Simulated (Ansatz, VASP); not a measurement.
## Two plane-wave programs on Hf

```
CELL_PARAMETERS angstrom
0.11927 2.34305 1.99282
2.32109 0.12480 1.98729
2.44975 2.46619 -0.00387
ATOMIC_POSITIONS crystal
Hf 0.00000 0.00000 0.00000
```

Alike in both runs: task relaxation of cell and atoms; functional PBE; dispersion D4; k mesh 11 × 11 × 10; occupations fermi-dirac, width 0.05 eV; no spin polarisation.

```csv
,VASP,Ansatz
version,VASP 6.6.1,Ansatz 0.2.0
potentials or method,"VASP PAW PBE potentials, release 64 (Hf_pv)",Ansatz PAW
plane-wave cutoff (eV),600,420
valence electrons in the cell,10,26
```

|  | VASP | Ansatz | Ansatz less VASP |
| --- | --- | --- | --- |
| gap on the k mesh at the Fermi level, each at its own relaxed structure (eV) | none | none | - |
| relaxed volume (Å³/atom) | 22.10 | 22.20 | +0.098 |
| relaxed length of the cell vector where the two differ most in proportion (Å) | 3.150 | 3.156 | +0.0057 |

A gap of «none» marks a metal or a gap that the smearing closes. VASP's potentials hold 10 valence electrons a cell and Ansatz's 26, so a difference there can come from the potentials and not from the codes.

Neither program's run includes spin-orbit coupling. Noted on Ansatz's run: the plane-wave basis is chosen anew once the cell has moved, so the energies of steps on either side of that aren't comparable.
